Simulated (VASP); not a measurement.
# IrO2 (P4_2/mnm) in VASP: further runs, part 2 of 2

VASP 6.6.1.

### Step 3. Electric field gradients, PBEsol, collinear spin

INCAR

```
PREC     = Accurate       # precision mode
ENCUT    = 520            # plane-wave cutoff, eV
EDIFF    = 1E-8           # SCF threshold, eV
ISMEAR   = -1             # smearing method
SIGMA    = 0.05           # smearing width, eV
LREAL    = F              # projectors in reciprocal space
LASPH    = T              # aspherical terms in the spheres
NELM     = 200            # most SCF steps
ALGO     = Normal         # electronic algorithm
ISIF     = 2              # what is computed and relaxed
LWAVE    = F              # write WAVECAR
LCHARG   = F              # write CHGCAR
ISPIN    = 2              # spin polarisation
MAGMOM   = 1 1 0 0 0 0    # initial moments
LORBIT   = 11             # projections on sites
LMAXMIX  = 4              # l up to which the mixer works
GGA      = PS             # functional
LEFG     = T            
NBANDS   = 34             # bands
GGA_COMPAT= F            
KPAR     = 4
```

KPOINTS

```
Automatic mesh
0
Gamma
  10 10 15
```

POSCAR

```
IrO2
1.0
    4.4990000000      0.0000000000      0.0000000000
    0.0000000000      4.4990000000      0.0000000000
    0.0000000000      0.0000000000      3.1460000000
Ir O
2 4
Direct
    0.0000000000      0.0000000000      0.0000000000
    0.5000000000      0.5000000000      0.5000000000
    0.3079224718      0.3079224718      0.0000000000
    0.1920775282      0.8079224718      0.5000000000
    0.6920775282      0.6920775282      0.0000000000
    0.8079224718      0.1920775282      0.5000000000
```

Potentials or basis: VASP PAW PBE potentials, release 64 (Ir, O).

Launch:

```sh
> cat potpaw_PBE.64/Ir/POTCAR potpaw_PBE.64/O/POTCAR > POTCAR
> mpirun -np 4 vasp_std > vasp.out
```

OUTCAR:

```text
PREC = Accurate
   ENCUT = 520
   EDIFF = 1E-8
   ISMEAR = -1
   LREAL = F
   LASPH = T
   NELM = 200
   ISIF = 2
   ISPIN = 2
   LORBIT = 11
   GGA = PS

 ion  position               nearest neighbor table
   1  0.000  0.000  0.000-   3 1.96   5 1.96   4 1.99   6 1.99   4 1.99   6 1.99
   2  0.500  0.500  0.500-   4 1.96   6 1.96   5 1.99   3 1.99   3 1.99   5 1.99
   3  0.308  0.308  0.000-   1 1.96   2 1.99   2 1.99
   4  0.192  0.808  0.500-   2 1.96   1 1.99   1 1.99
   5  0.692  0.692  0.000-   1 1.96   2 1.99   2 1.99
   6  0.808  0.192  0.500-   2 1.96   1 1.99   1 1.99

  LATTYP: Found a simple tetragonal cell.
 ALAT       =     4.4990000000
 C/A-ratio  =     0.6992665037

  Lattice vectors:

 A1 = (   4.4990000000,   0.0000000000,   0.0000000000)
 A2 = (   0.0000000000,   4.4990000000,   0.0000000000)
 A3 = (   0.0000000000,   0.0000000000,   3.1460000000)

Analysis of symmetry for initial positions (statically):
=====================================================================
 Subroutine PRICEL returns:
 Original cell was already a primitive cell.

 Routine SETGRP: Setting up the symmetry group for a
 simple tetragonal supercell.

 Subroutine GETGRP returns: Found 16 space group operations
 (whereof  8 operations were pure point group operations)
 out of a pool of 16 trial point group operations.

The static configuration has the point symmetry D_2h.
 The point group associated with its full space group is D_4h.

Analysis of symmetry for dynamics (positions and initial velocities):
=====================================================================
 Subroutine PRICEL returns:
 Original cell was already a primitive cell.

 Routine SETGRP: Setting up the symmetry group for a
 simple tetragonal supercell.

 Subroutine GETGRP returns: Found 16 space group operations
 (whereof  8 operations were pure point group operations)
 out of a pool of 16 trial point group operations.

The dynamic configuration has the point symmetry D_2h.
 The point group associated with its full space group is D_4h.

Analysis of structural, dynamic, and magnetic symmetry:
=====================================================================
 Subroutine PRICEL returns:
 Original cell was already a primitive cell.

 Routine SETGRP: Setting up the symmetry group for a
 simple tetragonal supercell.

 Subroutine GETGRP returns: Found 16 space group operations
 (whereof  8 operations were pure point group operations)
 out of a pool of 16 trial point group operations.

The overall configuration has the point symmetry D_2h.
 The point group associated with its full space group is D_4h.

 Subroutine INISYM returns: Found 16 space group operations
 (whereof  8 operations are pure point group operations),
 and found     1 'primitive' translations

----------------------------------------------------------------------------------------

                                     Primitive cell

  volume of cell :      63.6782

[... 160 lines left out ...]
      4     -12.7597      1.00000
      5      -3.8476      1.00000
      6      -3.5951      1.00000
[... 853 lines left out ...]
     32      19.1165      0.00000
     33      20.7102      0.00000

 [... further k-points ...]

 spin component 2

 k-point     1 :       0.0000    0.0000    0.0000
  band No.  band energies     occupation
      1     -15.1038      1.00000
      2     -13.8601      1.00000
      3     -12.7597      1.00000
      4     -12.7597      1.00000
      5      -3.8476      1.00000
      6      -3.5951      1.00000
[... 853 lines left out ...]
     32      19.1165      0.00000
     33      20.7102      0.00000

 [... further k-points ...]

 [bands above 33 left out]

------------------------ aborting loop because EDIFF is reached ----------------------------------------

  FORCE on cell =-STRESS in cart. coord.  units (eV):
  Direction    XX          YY          ZZ          XY          YZ          ZX
  --------------------------------------------------------------------------------------
  -------------------------------------------------------------------------------------
  Total       -0.1913893     -0.1913893      0.8713263      0.0000000      0.0000000      0.0000000
  in kB       -4.8154564     -4.8154564     21.9230368      0.0000000      0.0000000      0.0000000
  external PRESSURE =       4.0973747 kB  Pullay stress =       0.0000000 kB

 VOLUME and BASIS-vectors are now :
 -----------------------------------------------------------------------------
  energy-cutoff  :      520.00
  volume of cell :       63.68
      direct lattice vectors                 reciprocal lattice vectors
     4.499000000  0.000000000  0.000000000     0.222271616  0.000000000  0.000000000
     0.000000000  4.499000000  0.000000000     0.000000000  0.222271616  0.000000000
     0.000000000  0.000000000  3.146000000     0.000000000  0.000000000  0.317863954

 POSITION                                       TOTAL-FORCE (eV/Angst)
 -----------------------------------------------------------------------------------
      0.00000      0.00000      0.00000         0.000000     -0.000000     -0.000000
      2.24950      2.24950      1.57300         0.000000     -0.000000     -0.000000
      1.38534      1.38534      0.00000         0.039249      0.039249     -0.000000
      0.86416      3.63484      1.57300        -0.039249      0.039249     -0.000000
      3.11366      3.11366      0.00000        -0.039249     -0.039249      0.000000
      3.63484      0.86416      1.57300         0.039249     -0.039249     -0.000000
 -----------------------------------------------------------------------------------
    total drift:                                0.000000      0.000000      0.000000

  FREE ENERGIE OF THE ION-ELECTRON SYSTEM (eV)
  ---------------------------------------------------
  free  energy   TOTEN  =       -45.5629700488 eV

  energy  without entropy=      -45.5391003852  energy(sigma->0) =      -45.55103522

 Electric field gradients (V/A^2)
---------------------------------------------------------------------
 ion       V_xx      V_yy      V_zz      V_xy      V_xz      V_yz
---------------------------------------------------------------------
   1      97.995    97.995  -195.990  -109.290     0.000     0.000
   2      97.995    97.995  -195.990   109.290     0.000     0.000
   3     -19.616   -19.616    39.233    76.879     0.000    -0.000
   4     -19.616   -19.616    39.233   -76.879    -0.000     0.000
   5     -19.616   -19.616    39.233    76.879    -0.000     0.000
   6     -19.616   -19.616    39.233   -76.879    -0.000    -0.000
---------------------------------------------------------------------

 Electric field gradients after diagonalization (V/A^2)
 (convention: |V_zz| > |V_xx| > |V_yy|)
----------------------------------------------------------------------
 ion       V_xx      V_yy      V_zz     asymmetry (V_yy - V_xx)/ V_zz
----------------------------------------------------------------------
   1    -195.990   -11.295   207.285       0.891
   2    -195.990   -11.295   207.285       0.891
   3      57.263    39.233   -96.496       0.187
   4      57.263    39.233   -96.496       0.187
   5      57.263    39.233   -96.496       0.187
   6      57.263    39.233   -96.496       0.187
----------------------------------------------------------------------

           NMR quadrupolar parameters

 Cq : quadrupolar parameter    Cq=e*Q*V_zz/h
 eta: asymmetry parameters     (V_yy - V_xx)/ V_zz
 Q  : nuclear electric quadrupole moment in mb (millibarn)
----------------------------------------------------------------------
 ion       Cq(MHz)       eta       Q (mb)
----------------------------------------------------------------------
   1       0.501       0.891       1.000
   2       0.501       0.891       1.000
   3      -0.233       0.187       1.000
   4      -0.233       0.187       1.000
   5      -0.233       0.187       1.000
   6      -0.233       0.187       1.000
----------------------------------------------------------------------

 total charge

# of ion       s       p       d       tot
------------------------------------------
    1        0.630   0.846   6.900   8.376
    2        0.630   0.846   6.900   8.376
    3        1.548   3.444   0.000   4.991
    4        1.548   3.444   0.000   4.991
    5        1.548   3.444   0.000   4.991
    6        1.548   3.444   0.000   4.991
--------------------------------------------------
tot          7.451  15.466  13.801  36.718

 magnetization (x)

# of ion       s       p       d       tot
------------------------------------------
    1        0.000   0.000  -0.000  -0.000
    2        0.000   0.000  -0.000  -0.000
    3       -0.000  -0.000   0.000  -0.000
    4       -0.000  -0.000   0.000  -0.000
    5       -0.000  -0.000   0.000  -0.000
    6       -0.000  -0.000   0.000  -0.000
--------------------------------------------------
tot          0.000  -0.000  -0.000  -0.000
```

Run time: 3 min. Hardware: 4 MPI ranks of Intel Xeon Platinum 8259CL at 2.50GHz (Skylake/Cascade Lake), shared host; peak memory 0.57 GiB.

What came out:

| Quantity | Value |
| --- | --- |
| Free energy | -45.5630 eV |
| Pressure | 0.4 GPa |
| Largest force | 0.056 eV/Å |
| Band gap on the k mesh | zero (filled and empty bands overlap) |
| Net moment | 0.00 μB per cell |
| Largest electric field gradient by atom | Ir +207.3; O -96.5 V/Å² |
| Valence electrons inside the program's atomic spheres | Ir 8.38; O 4.99 |

Forces in eV/Å, atoms in the order of the input:
```
Ir   0.000  0.000  0.000
Ir   0.000  0.000  0.000
O    0.039  0.039  0.000
O   -0.039  0.039  0.000
O   -0.039 -0.039  0.000
O    0.039 -0.039  0.000
```

Stress tensor (GPa, compression positive):
```
-0.48  0.00  0.00
 0.00 -0.48  0.00
 0.00  0.00  2.19
```

Electric field gradients, principal values (V/Å²):
```
atom    least    middle  greatest (by size)
1 Ir  -11.295  -195.990             207.285
2 Ir  -11.295  -195.990             207.285
 3 O   39.233    57.263             -96.496
 4 O   39.233    57.263             -96.496
 5 O   39.233    57.263             -96.496
 6 O   39.233    57.263             -96.496
```

Caveat: without QUAD_EFG the Cq values of the log hold for a quadrupole moment of 1 mb, not for the nuclei; the PAW data sets were made with another functional, which shifts forces and pressure a little; spin-orbit coupling is left out, which moves the levels of the heavy elements.
